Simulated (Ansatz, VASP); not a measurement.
**SnS2: VASP beside Ansatz**

```
CELL_PARAMETERS angstrom
3.67431 0.00000 0.00000
-1.83715 3.18204 0.00000
0.00000 0.00000 6.22883
ATOMIC_POSITIONS crystal
Sn 0.00000 0.00000 0.00000
S 0.33333 0.66667 0.23465
S 0.66667 0.33333 0.76535
```

Alike in both runs: task single point; functional LDA; k mesh 6 × 6 × 4; occupations gaussian, width 0.1 eV; no spin polarisation.

|  | VASP | Ansatz |
| --- | --- | --- |
| version | VASP 6.6.1 | Ansatz 0.2.0 |
| potentials or method | VASP PAW LDA potentials, release 64 (Sn_d, S) | scalar-relativistic, plane waves |
| plane-wave cutoff (eV) | 500 | 640 |
| valence electrons in the cell | 26 | 34 |

```tsv
	VASP	Ansatz	Ansatz less VASP
gap on the k mesh at the Fermi level (eV)	1.44	1.42	-0.018
least direct gap on the mesh (eV)	1.72	1.70	-0.019
pressure (GPa)	-2.2	-2.2	+0.03
traceless stress, the component that is largest in VASP (GPa)	0.51	0.51	+0.002
rms of the force components (eV/Å)	0.032	0.032	-0.0004
```

LDA's correlation is that of Perdew and Zunger in VASP and of Perdew and Wang (1992) in Ansatz. Atom by atom the forces differ by 0.000 eV/Å (rms over components). VASP's potentials hold 26 valence electrons a cell and Ansatz's 34, so a difference there can come from the potentials and not from the codes.
